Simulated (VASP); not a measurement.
Wanted: the native input for a VASP 6.6.1 run.

```yaml
Task: single point
Functional: PBEsol
Potentials_or_basis: VASP PAW PBE potentials, release 64 (Ti_sv, Al)
Cutoff: 520 eV
k_mesh: 14 × 14 × 14
Occupations: gaussian, width 0.15 eV
Spin: no spin polarisation
Dipole_correction: no
Further_INCAR_settings: ALGO = Fast; EDIFF = 1e-06; NBANDS = 18
```

The structure of TiAl3 lies in POSCAR:

```
TiAl3
1.0
   -1.9075708801      1.9075708801      4.2765669297
    1.9075708801     -1.9075708801      4.2765669297
    1.9075708801      1.9075708801     -4.2765669297
Ti Al
1 3
Direct
    0.0000000000     -0.0155594341     -0.0155594341
    0.5000000000      0.4846168387     -0.0153831613
    0.7500000000      0.2714933036      0.5214933036
    0.2500000000      0.7714933036      0.5214933036
```

This cell differs from its parent crystal: atoms displaced along a vibrational mode.

The input as run:

INCAR

```
PREC = Accurate
ENCUT = 520
EDIFF = 1E-6
ISMEAR = 0
SIGMA = 0.15
LREAL = F
LASPH = T
NELM = 100
ALGO = Fast
ISIF = 2
LWAVE = F
LCHARG = F
GGA = PS
NBANDS = 18
```

KPOINTS

```
regular mesh
0
Gamma
  14 14 14
```

Potentials or basis: VASP PAW PBE potentials, release 64 (Ti_sv, Al).

The run is started by

```bash
$ cat potpaw_PBE.64/Ti_sv/POTCAR potpaw_PBE.64/Al/POTCAR > POTCAR
$ mpirun -np 1 vasp_std > vasp.out
```

It gave:

The pressure is 0.5 GPa, the largest force is 0.545 eV/Å and the band gap on the k mesh is zero (an odd number of electrons rules out a gap without spin polarisation).

Caveat: the cell differs from its parent crystal (atoms displaced along a vibrational mode); the PAW data sets were made with another functional, which shifts forces and pressure a little.

It took 39 min on 1 thread of Intel(R) Xeon(R) Platinum 8488C (Sapphire Rapids) (shared host), peak memory 0.6 GiB.
